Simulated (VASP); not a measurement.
Crystal: LiHfH5.

```xyz
7
Lattice="3.3538 -0.0151 0.0264 -0.0151 3.3076 -0.0595 0.0349 -0.0786 4.4178" Properties=species:S:1:pos:R:3 pbc="T T T"
Li    1.4285    1.5568   -0.2348
Hf    0.1054    0.0259    2.0994
H     0.2022    1.7529    1.1581
H     0.0599    1.4049    3.1259
H     1.4894    0.1525    1.2918
H     1.6515   -0.1977    3.5064
H    -0.0050   -0.2171    0.2725
```

```yaml
Program: VASP 6.6.1
Task: relaxation of cell and atoms
Functional: PBEsol
Potentials_or_basis: VASP PAW PBE potentials, release 64 (Li_sv, Hf_pv, H)
Cutoff: 600 eV
k_mesh: 6 × 6 × 4
Occupations: fermi-dirac, width 0.05 eV
Spin: no spin polarisation
```

At the start: pressure 14.9 GPa; volume 7.00 Å³/atom.

Problem. How do energy, volume and symmetry change on relaxing?

Solution. Over 28 steps the energy falls by 236.7 meV/atom and the volume is 7.31 Å³/atom (+4.4 %); space group P1 (No. 1, to 0.1 Å) before, P4mm (No. 99, to 0.1 Å).

The path:
```
step  energy change (eV)  largest force (eV/Å)  pressure (GPa)  volume (Å³)
   1              0.0000                5.5687           14.93        48.99
   2             -1.1172                1.5444           -5.55        53.69
   3             -1.2178                0.9098           -2.64        52.29
   4             -1.3896                0.6934           -1.76        51.65
   5             -1.4522                0.6270            0.14        50.92
   6             -1.5301                0.3453            0.56        50.70
   7             -1.5709                0.5170            1.58        50.39
   8             -1.6112                0.2571           -0.13        51.01
   9             -1.6114                0.2842           -0.25        51.06
  10             -1.6246                0.2188           -0.23        51.10
  11             -1.6268                0.2950           -0.17        51.12
  12             -1.6378                0.1743           -0.21        51.07
  13             -1.6435                0.2144           -0.24        51.00
  14             -1.6510                0.1126            0.00        50.84
  15             -1.6512                0.1452            0.05        50.80
  16             -1.6534                0.0827            0.29        50.80
  17             -1.6534                0.1028            0.31        50.80
  18             -1.6553                0.0547            0.01        50.97
  19             -1.6557                0.0805           -0.20        51.09
  20             -1.6566                0.0324            0.00        51.06
  21             -1.6566                0.0312            0.01        51.06
  22             -1.6569                0.0166            0.09        51.06
  23             -1.6569                0.0308            0.12        51.06
  24             -1.6571                0.0170           -0.01        51.13
  25             -1.6571                0.0259           -0.05        51.15
  26             -1.6572                0.0107           -0.02        51.15
  27             -1.6572                0.0124           -0.01        51.15
  28             -1.6572                0.0047            0.01        51.14
```

Final structure:
```yaml
crystal:
  lattice:
    - [3.31852, 0.00004, 0.00099]
    - [0.00143, 3.31770, -0.00016]
    - [0.00043, -0.00061, 4.64458]
  atoms:
    - { symbol: Li, position: [0.49196, 0.48801, 0.99887] }
    - { symbol: Hf, position: [0.99304, 0.98879, 0.48922] }
    - { symbol: H, position: [0.99287, 0.48873, 0.26245] }
    - { symbol: H, position: [0.99314, 0.48875, 0.73443] }
    - { symbol: H, position: [0.49319, 0.98844, 0.26247] }
    - { symbol: H, position: [0.49283, 0.98921, 0.73426] }
    - { symbol: H, position: [0.99332, 0.98920, 0.06834] }
```

Caveat: the cutoff is under 1.25 times the usual one of these potentials, so pressure, stress and relaxed cells hold a basis-set (Pulay) error; the PAW data sets were made with another functional, which shifts forces and pressure a little.
